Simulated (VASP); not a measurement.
The system is Y2As.

```xyz
3
Lattice="1.9434 1.1220 5.8694 -1.9434 1.1220 5.8694 0.0000 -2.2440 5.8694" Properties=species:S:1:pos:R:3 pbc="T T T"
Y     0.0000    0.0000   13.2062
Y     0.0000    0.0000    4.4021
As    0.0000    0.0000    0.0000
```

| Property | Result |
| --- | --- |
| Program | VASP 6.6.1 |
| Task | relaxation of cell and atoms |
| Functional | PBE |
| Potentials or basis | VASP PAW PBE potentials, release 64 (Y_sv, As) |
| Cutoff | 600 eV |
| k mesh | 6 × 6 × 6 |
| Occupations | gaussian, width 0.1 eV |
| Spin | no spin polarisation |

At the start: pressure 12.5 GPa; volume 25.60 Å³/atom.

Q: How do energy, volume and symmetry change on relaxing?

A: Over 11 steps the energy falls by 162.0 meV/atom and the volume is 29.05 Å³/atom (+13.5 %); space group R-3m (No. 166, to 0.05 Å).

Step by step:
| step | energy change (eV) | largest force (eV/Å) | pressure (GPa) | volume (Å³) |
| --- | --- | --- | --- | --- |
| 1 | 0.0000 | 1.7968 | 12.49 | 76.79 |
| 2 | -0.1173 | 0.6471 | -7.02 | 101.17 |
| 3 | -0.4711 | 0.1611 | -0.53 | 88.48 |
| 4 | -0.4714 | 0.1857 | -0.34 | 88.21 |
| 5 | -0.4713 | 0.2088 | -0.17 | 87.97 |
| 6 | -0.4811 | 0.1368 | -0.03 | 87.54 |
| 7 | -0.4858 | 0.0478 | 0.14 | 86.99 |
| 8 | -0.4858 | 0.0445 | 0.14 | 86.97 |
| 9 | -0.4858 | 0.0411 | 0.14 | 86.95 |
| 10 | -0.4859 | 0.0026 | -0.15 | 87.29 |
| 11 | -0.4860 | 0.0136 | -0.04 | 87.16 |

Final structure:
```yaml
crystal:
  lattice:
    - [2.00080, 1.15516, 6.28533]
    - [-2.00080, 1.15516, 6.28533]
    - [0.00000, -2.31032, 6.28533]
  atoms:
    - { symbol: Y, position: [0.75382, 0.75382, 0.75382] }
    - { symbol: Y, position: [0.24618, 0.24618, 0.24618] }
    - { symbol: As, position: [0.00000, 0.00000, 0.00000] }
```
